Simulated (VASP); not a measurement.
Si16O (a cell with a defect), 17 atoms in the cell. The cell holds a defect, 17 atoms: a = 7.679 Å, b = 7.679 Å, c = 7.679 Å, α = 60.00°, β = 60.00°, γ = 60.00°. 

```yaml
Program: VASP 6.6.1
Task: single point
Functional: PBE
Potentials_or_basis: VASP PAW PBE potentials, release 64 (Si, O)
Cutoff: 520 eV
k_mesh: 2 × 2 × 2
Occupations: gaussian, width 0.05 eV
Spin: collinear spin, zero start
Starting_moments: "[0.0, 0.0, 0.0, 0.0, 0.0, 0.0, 0.0, 0.0, 0.0, 0.0, 0.0, 0.0, 0.0, 0.0, 0.0, 0.0, 0.0] μB"
Dipole_correction: no
Further_INCAR_settings: LREAL = Auto; ALGO = Normal; EDIFF = 1e-07; NBANDS = 53
```

Potentials or basis: VASP PAW PBE potentials, release 64 (Si, O).

Run with:

```sh
$ cat potpaw_PBE.64/Si/POTCAR potpaw_PBE.64/O/POTCAR > POTCAR
$ mpirun -np 1 vasp_std > vasp.out
```

Hardware: 1 thread of Intel(R) Xeon(R) Platinum 8275CL CPU @ 3.00GHz (Skylake/Cascade Lake), with other jobs on the host.

Estimate the wall time of this run.

Run time: 11 min on 1 thread of Intel(R) Xeon(R) Platinum 8275CL CPU @ 3.00GHz (Skylake/Cascade Lake), with other jobs on the host, peak memory 0.72 GiB. Counts: scf iterations 17, k points 8.
